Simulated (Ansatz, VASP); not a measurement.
# Two plane-wave programs on CsSnI3

```
Cs Sn I
1.0
     6.70216    0.00000    0.00000
     0.00000    6.70216    0.00000
     0.00000    0.00000    5.70924
Cs Sn I
1 1 3
Direct
  0.00000 0.00000 0.00000
  0.50000 0.50000 0.50000
  0.00000 0.50000 0.50000
  0.50000 0.00000 0.50000
  0.50000 0.50000 0.00000
```

Change from the starting cell: strain +0.080 along x and y, -0.080 along z, atoms carried along.

Alike in both runs: task single point; functional PBEsol; k mesh 6 × 6 × 6; occupations gaussian, width 0.03 eV; no spin polarisation.

|  | VASP | Ansatz |
| --- | --- | --- |
| version | VASP 6.6.1 | Ansatz 0.2.0 |
| potentials or method | VASP PAW PBE potentials, release 64 (Cs_sv, Sn_d, I), cutoff 520 eV | scalar-relativistic, plane waves, PAW |
| valence electrons in the cell | 44 | 74 |

```tsv
	VASP	Ansatz	Ansatz less VASP
gap on the k mesh at the Fermi level (eV)	none	none	-
pressure (GPa)	-0.6	-0.6	+0.01
traceless stress, the component that is largest in VASP (GPa)	3.70	3.69	-0.006
```

VASP's potentials were made for PBE, not for PBEsol. A gap of «none» marks a metal or a gap that the smearing closes. With one functional, cell and mesh, what is left measures potentials, basis and numerics. VASP's potentials hold 44 valence electrons a cell and Ansatz's 74, so a difference there can come from the potentials and not from the codes.

Spin-orbit coupling is off throughout.
